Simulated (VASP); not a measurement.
# CdTe (F-43m) in VASP: settings compared

Aim: see how the results for CdTe move with the level of theory and the settings. Levels: LDA, revPBE. Tasks: single point, relaxation of cell and atoms.

Program: VASP 6.6.1. These are calculated values, not measurements. Logs are shortened: lines on timing, memory, paths and dates and some standing lists are left out, and cuts for length are marked.

**1. The cell of the first run**

The structure is cubic, space group F-43m (No. 216). Conventional cell: a = 6.325 Å, b = 6.325 Å, c = 6.325 Å, α = 90.00°, β = 90.00°, γ = 90.00°. Within 3.6 Å of Cd (site symmetry -43m) lie 4 Te at 2.74 Å. Within 3.6 Å of Te (site symmetry -43m) lie 4 Cd at 2.74 Å.

**2. Single point, LDA**

The input, INCAR:

```
SYSTEM = CdTe
ALGO = Normal
EDIFF = 1E-6
ENCUT = 500
GGA = CA
GGA_COMPAT = .FALSE.
ISIF = 2
ISMEAR = 0
LASPH = .TRUE.
LCHARG = .FALSE.
LREAL = .FALSE.
LWAVE = .FALSE.
NBANDS = 16
NELM = 120
PREC = Accurate
SIGMA = 0.01
```

The input, KPOINTS:

```
k-points
0
G
  8 8 8
  0 0 0
```

The input, POSCAR:

```
CdTe
1.0
    0.0000000000      3.1626643605      3.1626643605
    3.1626643605      0.0000000000      3.1626643605
    3.1626643605      3.1626643605      0.0000000000
Cd Te
1 1
Direct
    0.0000000000      0.0000000000      0.0000000000
    0.7500000000      0.7500000000      0.7500000000
```

Potentials or basis: VASP PAW LDA potentials, release 64 (Cd, Te).

On the command line:

```sh
$ cat potpaw_LDA.64/Cd/POTCAR potpaw_LDA.64/Te/POTCAR > POTCAR
$ mpirun -np 1 vasp_std > vasp.out
```

OUTCAR:

```text
SYSTEM = CdTe
   EDIFF = 1E-6
   ENCUT = 500
   GGA = CA
   ISIF = 2
   ISMEAR = 0
   LASPH = .TRUE.
   LREAL = .FALSE.
   NELM = 120
   PREC = Accurate

 ion  position               nearest neighbor table
   1  0.000  0.000  0.000-   2 2.74   2 2.74   2 2.74   2 2.74
   2  0.750  0.750  0.750-   1 2.74   1 2.74   1 2.74   1 2.74

  LATTYP: Found a face centered cubic cell.
 ALAT       =     6.3253287210

  Lattice vectors:

 A1 = (   0.0000000000,   3.1626643605,   3.1626643605)
 A2 = (   3.1626643605,   0.0000000000,   3.1626643605)
 A3 = (   3.1626643605,   3.1626643605,   0.0000000000)

Analysis of symmetry for initial positions (statically):
=====================================================================
 Subroutine PRICEL returns:
 Original cell was already a primitive cell.

 Routine SETGRP: Setting up the symmetry group for a
 face centered cubic supercell.

 Subroutine GETGRP returns: Found 24 space group operations
 (whereof 24 operations were pure point group operations)
 out of a pool of 48 trial point group operations.

The static configuration has the point symmetry T_d .

Analysis of symmetry for dynamics (positions and initial velocities):
=====================================================================
 Subroutine PRICEL returns:
 Original cell was already a primitive cell.

 Routine SETGRP: Setting up the symmetry group for a
 face centered cubic supercell.

 Subroutine GETGRP returns: Found 24 space group operations
 (whereof 24 operations were pure point group operations)
 out of a pool of 48 trial point group operations.

The dynamic configuration has the point symmetry T_d .

 Subroutine INISYM returns: Found 24 space group operations
 (whereof 24 operations are pure point group operations),
 and found     1 'primitive' translations

----------------------------------------------------------------------------------------

                                     Primitive cell

  volume of cell :      63.2688

  direct lattice vectors                    reciprocal lattice vectors
     0.000000000  3.162664360  3.162664360    -0.158094550  0.158094550  0.158094550
     3.162664360  0.000000000  3.162664360     0.158094550 -0.158094550  0.158094550
     3.162664360  3.162664360  0.000000000     0.158094550  0.158094550 -0.158094550

  length of vectors
     4.472682832  4.472682832  4.472682832     0.273827794  0.273827794  0.273827794

  position of ions in fractional coordinates (direct lattice)
     0.000000000  0.000000000  0.000000000
     0.750000000  0.750000000  0.750000000

  ion indices of the primitive-cell ions
   primitive index   ion index
                 1           1
                 2           2

----------------------------------------------------------------------------------------

 KPOINTS: k-points

Automatic generation of k-mesh.
 Grid dimensions read from file:
 generate k-points for:    8    8    8

 Generating k-lattice:

  Cartesian coordinates                     Fractional coordinates (reciprocal lattice)
    -0.019761819  0.019761819  0.019761819     0.125000000  0.000000000  0.000000000
     0.019761819 -0.019761819  0.019761819     0.000000000  0.125000000  0.000000000
     0.019761819  0.019761819 -0.019761819     0.000000000  0.000000000  0.125000000

  Length of vectors
     0.034228474  0.034228474  0.034228474

  Shift w.r.t. Gamma in fractional coordinates (k-lattice)
     0.000000000  0.000000000  0.000000000

 Subroutine IBZKPT returns following result:
 ===========================================

 Found     29 irreducible k-points:

 Following reciprocal coordinates:
            Coordinates               Weight
  0.000000  0.000000  0.000000      1.000000
  0.125000  0.000000  0.000000      8.000000
  0.250000  0.000000  0.000000      8.000000
  0.375000  0.000000  0.000000      8.000000
  0.500000  0.000000  0.000000      4.000000
  0.125000  0.125000  0.000000      6.000000
[... 16 lines left out ...]
  0.500000  0.250000  0.125000     48.000000
 -0.375000  0.250000  0.125000     24.000000
 [... further k-points ...]
   k-points           NKPTS =     29   k-points in BZ     NKDIM =     29   number of bands    NBANDS=     16
   number of dos      NEDOS =    301   number of ions     NIONS =      2
   total plane-waves  NPLWV =  46656
   dimension x,y,z NGX =    36 NGY =   36 NGZ =   36
   dimension x,y,z NGXF=    72 NGYF=   72 NGZF=   72
   ions per type =               1   1
   NGX,Y,Z   is equivalent  to a cutoff of  13.38, 13.38, 13.38 a.u.
   NGXF,Y,Z  is equivalent  to a cutoff of  26.76, 26.76, 26.76 a.u.
 SYSTEM =  CdTe
   PREC   = accura    normal or accurate (medium, high low for compatibility)
   ISTART =      0    job   : 0-new  1-cont  2-samecut
   ICHARG =      2    charge: 1-file 2-atom 10-const
   ISPIN  =      1    spin polarized calculation?
   LNONCOLLINEAR =      F non collinear calculations
   LSORBIT =      F    spin-orbit coupling
   LASPH  =      T    aspherical Exc in radial PAW
   ENCUT  =  500.0 eV  36.75 Ry    6.06 a.u.   8.15  8.15  8.15*2*pi/ulx,y,z
   NELM   =    120;   NELMIN=  2; NELMDL= -5     # of ELM steps
   EDIFF  = 0.1E-05   stopping-criterion for ELM
   LREAL  =      F    real-space projection
   EDIFFG = 0.1E-04   stopping-criterion for IOM
   NSW    =      0    number of steps for IOM
   IBRION =     -1    ionic relax: 0-MD 1-quasi-New 2-CG
   NFREE  =      0    steps in history (QN), initial steepest desc. (CG)
   ISIF   =      2    stress and relaxation
   ISYM   =      2    0-nonsym 1-usesym 2-fastsym
   POTIM  = 0.5000    time-step for ionic-motion
   TEBEG  =    0.0;   TEEND  =   0.0 temperature during run
   PSTRESS=    0.0 pullay stress
   NELECT =      18.0000    total number of electrons
   NUPDOWN=      -1.0000    fix difference up-down
   EMIN   =  10.00;   EMAX   =-10.00  energy-range for DOS
   EFERMI =   0.00;   METHOD = LEGACY
   ISMEAR =     0;   SIGMA  =   0.01  broadening in eV -4-tet -1-fermi 0-gaus
   EFERMI_NEDOS =   21; number of points for ismear=-14 and -15
   IALGO  =     38    algorithm
   IMIX   =      4    mixing-type and parameters
     AMIX     =   0.40;   BMIX     =  1.00
     AMIX_MAG =   1.60;   BMIX_MAG =  1.00
  volume/ion in A,a.u.               =      31.63       213.48
  Fermi-wavevector in a.u.,A,eV,Ry     =   1.076719  2.034705 15.773571  1.159325
  Thomas-Fermi vector in A             =   2.212612
   LORBIT       =      0    0 simple, 1 ext, 2 COOP (PROOUT), +10 PAW based schemes
   GGA     = CA    functional components
   LHFCALC =     F    Hartree Fock is set to
   AEXX    =    0.0000 exact exchange contribution
   IVDW    =     0    specifies the selected vdW correction
   LEPSILON=     F    determine dielectric tensor
   LRPA    =     F    only Hartree local field effects (RPA)
 non-spin polarized calculation
 Gauss-broadening in eV      SIGMA  =   0.01
  energy-cutoff  :      500.00
  volume of cell :       63.27
 maximum number of plane-waves:      1639
 NGX is ok and might be reduce to    36
   NGX = 17   NGY = 17   NGZ = 17

 number of electron      18.0000004 magnetization

 Free energy of the ion-electron system (eV)
  ---------------------------------------------------
  ext. energy  EPLUGINS =         0.00000000
  ---------------------------------------------------
  free energy    TOTEN  =        -6.03088975 eV

  energy without entropy =       -6.03088975  energy(sigma->0) =       -6.03088975

 E-fermi :   2.9031     XC(G=0):  -9.2639

 val. band max:        2.8608715096   @ k =   0.0000   0.0000   0.0000
 cond. band min:       3.6388166605   @ k =   0.0000   0.0000   0.0000
 fundamental gap:      0.7779451509
 Fermi energy:         2.9030784412

 k-point     1 :       0.0000    0.0000    0.0000
  band No.  band energies     occupation
      1      -8.8262      2.00000
      2      -5.7155      2.00000
      3      -5.7155      2.00000
      4      -5.7155      2.00000
      5      -5.3931      2.00000
      6      -5.3931      2.00000
[... 8 lines left out ...]
     15      12.3222      0.00000
     16      12.3222      0.00000

 k-point     2 :       0.1250    0.0000    0.0000
  band No.  band energies     occupation
      1      -8.7566      2.00000
      2      -5.7018      2.00000
      3      -5.7018      2.00000
      4      -5.6682      2.00000
      5      -5.3945      2.00000
      6      -5.3945      2.00000
[... 8 lines left out ...]
     15      11.4809      0.00000
     16      11.4809      0.00000

 k-point     3 :       0.2500    0.0000    0.0000
  band No.  band energies     occupation
      1      -8.5870      2.00000
      2      -5.6713      2.00000
      3      -5.6713      2.00000
      4      -5.5001      2.00000
      5      -5.3944      2.00000
      6      -5.3944      2.00000
[... 8 lines left out ...]
     15      11.2721      0.00000
     16      11.2721      0.00000

 k-point     4 :       0.3750    0.0000    0.0000
  band No.  band energies     occupation
      1      -8.4180      2.00000
      2      -5.6460      2.00000
      3      -5.6460      2.00000
      4      -5.3877      2.00000
      5      -5.3877      2.00000
      6      -5.1959      2.00000
[... 8 lines left out ...]
     15      12.1350      0.00000
     16      12.1350      0.00000
[... 324 lines left out ...]
 k-point    22 :       0.3750    0.2500    0.1250
  band No.  band energies     occupation
      1      -8.4626      2.00000
      2      -5.6373      2.00000
      3      -5.6225      2.00000
      4      -5.4679      2.00000
      5      -5.3834      2.00000
      6      -5.3160      2.00000
[... 8 lines left out ...]
     15      12.7239      0.00000
     16      13.3329      0.00000

 k-point    23 :       0.5000    0.2500    0.1250
  band No.  band energies     occupation
      1      -8.3306      2.00000
      2      -5.6134      2.00000
      3      -5.6005      2.00000
      4      -5.4326      2.00000
      5      -5.3823      2.00000
      6      -5.0518      2.00000
[... 8 lines left out ...]
     15      12.8813      0.00000
     16      13.5818      0.00000

 k-point    24 :      -0.3750    0.2500    0.1250
  band No.  band energies     occupation
      1      -8.2774      2.00000
      2      -5.6080      2.00000
      3      -5.5909      2.00000
      4      -5.4154      2.00000
      5      -5.3880      2.00000
      6      -4.8713      2.00000
[... 8 lines left out ...]
     15      12.9274      0.00000
     16      13.5735      0.00000

 [... further k-points ...]

------------------------ aborting loop because EDIFF is reached ----------------------------------------

  FORCE on cell =-STRESS in cart. coord.  units (eV):
  Direction    XX          YY          ZZ          XY          YZ          ZX
  --------------------------------------------------------------------------------------
  -------------------------------------------------------------------------------------
  Total        0.9121111      0.9121111      0.9121111      0.0000000      0.0000000      0.0000000
  in kB       23.0977139     23.0977139     23.0977139      0.0000000      0.0000000      0.0000000
  external PRESSURE =      23.0977139 kB  Pullay stress =       0.0000000 kB

 VOLUME and BASIS-vectors are now :
 -----------------------------------------------------------------------------
  energy-cutoff  :      500.00
  volume of cell :       63.27
      direct lattice vectors                 reciprocal lattice vectors
     0.000000000  3.162664360  3.162664360    -0.158094550  0.158094550  0.158094550
     3.162664360  0.000000000  3.162664360     0.158094550 -0.158094550  0.158094550
     3.162664360  3.162664360  0.000000000     0.158094550  0.158094550 -0.158094550

 POSITION                                       TOTAL-FORCE (eV/Angst)
 -----------------------------------------------------------------------------------
      0.00000      0.00000      0.00000        -0.000000     -0.000000     -0.000000
      4.74400      4.74400      4.74400         0.000000      0.000000      0.000000
 -----------------------------------------------------------------------------------
    total drift:                               -0.000000     -0.000000     -0.000000

  FREE ENERGIE OF THE ION-ELECTRON SYSTEM (eV)
  ---------------------------------------------------
  free  energy   TOTEN  =        -6.0308897515 eV

  energy  without entropy=       -6.0308897515  energy(sigma->0) =       -6.03088975
```

Run time: 45 s. Hardware: 1 thread of Intel Xeon 8259CL, shared host; peak memory 0.18 GiB.

What came out:

- Free energy: -6.0309 eV
- Pressure: 2.3 GPa
- Band gap on the k mesh: 0.78 eV

Levels at points of the mesh, in eV from the valence-band top:
```tsv
k point	band 7	band 8	band 9	band 10	band 11	band 12
(0.00, 0.00, 0.00)	0.00	0.00	0.00	0.78	4.44	4.44
(0.50, 0.00, 0.00)	-4.94	-0.90	-0.90	1.73	5.06	5.06
(0.50, 0.50, 0.00)	-4.75	-2.16	-2.16	2.28	2.52	9.06
```

Caveat: semilocal functionals underestimate gaps, and a narrow one can read as zero; spin-orbit coupling is left out, which moves the levels of the heavy elements.

**3. Single point, revPBE**

The input, INCAR:

```
SYSTEM = CdTe
ALGO = Normal
EDIFF = 1E-6
ENCUT = 500
GGA = RE
GGA_COMPAT = .FALSE.
ISIF = 2
ISMEAR = 1
LASPH = .TRUE.
LCHARG = .FALSE.
LREAL = .FALSE.
LWAVE = .FALSE.
NBANDS = 16
NELM = 120
PREC = Accurate
SIGMA = 0.05
```

KPOINTS is that of step 2.

POSCAR is that of step 2.

Potentials or basis: VASP PAW PBE potentials, release 64 (Cd, Te).

On the command line:

```sh
$ cat potpaw_PBE.64/Cd/POTCAR potpaw_PBE.64/Te/POTCAR > POTCAR
$ mpirun -np 1 vasp_std > vasp.out
```

Run time: 52 s. Hardware: 1 thread of Intel Xeon 8259CL, shared host; peak memory 0.21 GiB.

The run converged. Its results:

```yaml
Free_energy: -4.0085 eV
Pressure: 8.1 GPa
Band_gap_on_the_k_mesh: 1.11 eV
```

Levels at points of the mesh, in eV from the valence-band top:
```
           k point  band 7  band 8  band 9  band 10  band 11  band 12
(0.00, 0.00, 0.00)    0.00    0.00    0.00     1.11     4.58     4.58
(0.50, 0.00, 0.00)   -4.83   -0.89   -0.89     1.97     5.19     5.19
(0.50, 0.50, 0.00)   -4.65   -2.11   -2.11     2.55     2.71     9.38
```

Caveat: the cell stands under pressure; the PAW data sets were made with another functional, which shifts forces and pressure a little; spin-orbit coupling is left out, which moves the levels of the heavy elements.

**4. Relaxation of cell and atoms, LDA, target pressure 2 GPa, at which the enthalpy is minimised**

This run uses another cell than the first one, of 32.90 Å³/atom.

The input, INCAR:

```
SYSTEM = CdTe
PREC     = Accurate       ! precision mode
ENCUT    = 500            ! plane-wave cutoff, eV
EDIFF    = 1E-7           ! SCF threshold, eV
ISMEAR   = 0              ! smearing method
SIGMA    = 0.01           ! smearing width, eV
LREAL    = .False.        ! projectors in reciprocal space
LASPH    = .True.         ! aspherical terms in the spheres
NELM     = 120            ! most SCF steps
ALGO     = Normal         ! electronic algorithm
ISIF     = 3              ! what is computed and relaxed
LWAVE    = .False.        ! write WAVECAR
LCHARG   = .False.        ! write CHGCAR
GGA      = CA             ! functional
IBRION   = 2              ! ionic algorithm
NSW      = 80             ! ionic steps
EDIFFG   = -0.001         ! ionic threshold
PSTRESS  = 20.0         
GGA_COMPAT= .False.      
NELMIN   = 4
```

The input, KPOINTS:

```
regular mesh
0
Gamma
  8 8 8
  0 0 0
```

The input, POSCAR:

```
CdTe
1.0
    0.0000000000      3.2043396970      3.2043396970
    3.2043396970      0.0000000000      3.2043396970
    3.2043396970      3.2043396970      0.0000000000
Cd Te
1 1
Direct
    0.0000000000      0.0000000000      0.0000000000
    0.7500000000      0.7500000000      0.7500000000
```

Potentials or basis: VASP PAW LDA potentials, release 64 (Cd, Te).

On the command line:

```sh
$ cat potpaw_LDA.64/Cd/POTCAR potpaw_LDA.64/Te/POTCAR > POTCAR
$ mpirun -np 1 vasp_std > vasp.out
```

Wall time 2.2 min (1 thread of Intel Xeon 8259CL, shared host); peak memory 0.19 GiB.

It converged, with:

```yaml
Free_energy: -6.0358 eV
Relaxed_volume: 31.81 Å³/atom
Relaxed_cell: a = 4.481 Å, b = 4.481 Å, c = 4.481 Å, α = 60.00°, β = 60.00°, γ = 60.00°
Space_group_after_relaxing_to_0.1_Å: F-43m (No. 216)
Energy_change_on_relaxing_the_run_minimises_the_enthalpy: +7.5 meV/atom
Ionic_steps: 6
Pressure_after_relaxing: 2.0 GPa
Band_gap_on_the_k_mesh: 0.76 eV
```

The path:
```csv
step,energy change (eV),largest force (eV/Å),pressure (GPa),volume (Å³)
1,0.0000,0.0000,0.26,65.80
2,0.0334,0.0000,3.07,62.46
3,0.0150,0.0000,1.99,63.63
4,0.0155,0.0000,2.03,63.59
5,0.0148,0.0000,1.99,63.65
6,0.0150,0.0000,2.00,63.63
```

Final structure:
```
CELL_PARAMETERS angstrom
0.00000 3.16863 3.16863
3.16863 0.00000 3.16863
3.16863 3.16863 0.00000
ATOMIC_POSITIONS crystal
Cd 0.00000 0.00000 0.00000
Te 0.75000 0.75000 0.75000
```

Levels at points of the mesh, in eV from the valence-band top:
| k point | band 7 | band 8 | band 9 | band 10 | band 11 | band 12 |
| --- | --- | --- | --- | --- | --- | --- |
| (0.00, 0.00, 0.00) | 0.00 | 0.00 | 0.00 | 0.76 | 4.45 | 4.45 |
| (0.50, 0.00, 0.00) | -4.90 | -0.89 | -0.89 | 1.72 | 5.06 | 5.06 |
| (0.50, 0.50, 0.00) | -4.72 | -2.13 | -2.13 | 2.29 | 2.52 | 9.02 |

Caveat: the cell is relaxed towards a set pressure, so the run minimises the enthalpy, not the energy; semilocal functionals underestimate gaps, and a narrow one can read as zero; spin-orbit coupling is left out, which moves the levels of the heavy elements.

**5. Summary**

| task | level | potentials or basis | cell | smearing | gap on the mesh (eV) | pressure (GPa) |
| --- | --- | --- | --- | --- | --- | --- |
| single point | LDA | VASP PAW LDA potentials, release 64 (Cd, Te) | a = 4.473 Å, angles 60.0°, 2 atoms | gaussian 0.01 eV | 0.78 | 2.3 |
| single point | revPBE | VASP PAW PBE potentials, release 64 (Cd, Te) | a = 4.473 Å, angles 60.0°, 2 atoms | methfessel-paxton 0.05 eV | 1.11 | 8.1 |
| relaxation of cell and atoms | LDA | VASP PAW LDA potentials, release 64 (Cd, Te) | relaxed to 2 GPa from a = 4.532 Å, angles 60.0°, 2 atoms | gaussian 0.01 eV | 0.76 | 2.0 |

Alike in all rows: no spin polarisation; k mesh 8 × 8 × 8; cutoff (eV) 500.

Caveats: spin-orbit coupling is left out, which moves the levels of the heavy elements; semilocal functionals underestimate gaps, and a narrow one can read as zero (at least some runs); the cell stands under pressure (at least some runs); the PAW data sets were made with another functional, which shifts forces and pressure a little (at least some runs); the cell is relaxed towards a set pressure, so the run minimises the enthalpy, not the energy (at least some runs).

Total energies depend on the potentials used, so only differences within one code and one set of settings carry meaning.
